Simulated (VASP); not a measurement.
A run of VASP 6.6.1 is set up as follows.

File INCAR:

```
PREC     = Accurate       # precision mode
ENCUT    = 520            # plane-wave cutoff, eV
EDIFF    = 1E-7           # SCF threshold, eV
ISMEAR   = 0              # smearing method
SIGMA    = 0.1            # smearing width, eV
LREAL    = False          # projectors in reciprocal space
LASPH    = True           # aspherical terms in the spheres
NELM     = 60             # most SCF steps
ALGO     = Normal         # electronic algorithm
ISIF     = 2              # what is computed and relaxed
LWAVE    = False          # write WAVECAR
LCHARG   = True           # write CHGCAR
GGA      = PE             # functional
LELF     = True           # ELF
LVHAR    = True         
NBANDS   = 20             # bands
```

Contents of KPOINTS:

```
regular mesh
0
Gamma
  14 14 14
```

Contents of POSCAR:

```
Al3BN2
1.0
   -1.5388134813      1.5388134813      7.7413522644
    1.5388134813     -1.5388134813      7.7413522644
    1.5388134813      1.5388134813     -7.7413522644
Al B N
3 1 2
Direct
    0.7500000000      0.2500000000      0.5000000000
    0.1033820269      0.6033820269      0.5000000000
    0.3966179731      0.8966179731      0.5000000000
    0.0000000000      0.0000000000      0.0000000000
    0.6771911391      0.6771911391      0.0000000000
    0.3228088609      0.3228088609      0.0000000000
```

Potentials or basis: VASP PAW PBE potentials, release 64 (Al, B, N).

Launch:

```bash
$ cat potpaw_PBE.64/Al/POTCAR potpaw_PBE.64/B/POTCAR potpaw_PBE.64/N/POTCAR > POTCAR
$ mpirun -np 1 vasp_std > vasp.out
```

(1) Estimate the pressure.

(2) Estimate the largest force.

(3) Estimate the band gap on the k mesh.

Results:

(1) -4.2 GPa.

(2) 0.006 eV/Å.

(3) zero (bands 11 and 12 overlap by 3.71 eV).

Caveat: the cell stands under tension.
